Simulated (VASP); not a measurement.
Here is a VASP 6.6.1 calculation.

The input INCAR:

```
ALGO = Fast
EDIFF = 1E-6
ENCUT = 520
GGA = PE
ISIF = 2
ISMEAR = 0
ISPIN = 2
LASPH = True
LCHARG = False
LMAXMIX = 4
LORBIT = 11
LREAL = False
LWAVE = False
MAGMOM = 1
NBANDS = 14
NELM = 150
PREC = Accurate
SIGMA = 0.1
```

The input KPOINTS:

```
k-points
0
Gamma
  12 12 12
```

File POSCAR:

```
Re
1.0
    0.0000000000      1.9750000000      1.9750000000
    1.9750000000      0.0000000000      1.9750000000
    1.9750000000      1.9750000000      0.0000000000
Re
1
Direct
    0.0000000000      0.0000000000      0.0000000000
```

Potentials or basis: VASP PAW PBE potentials, release 64 (Re).

Run with:

```sh
$ cat potpaw_PBE.64/Re/POTCAR > POTCAR
$ mpirun -np 1 vasp_std > vasp.out
```

(1) Predict the pressure.

(2) Predict the net moment.

Answers

(1) -9.8 GPa.

(2) 0.00 μB per cell.

Caveat: the cell stands under tension.
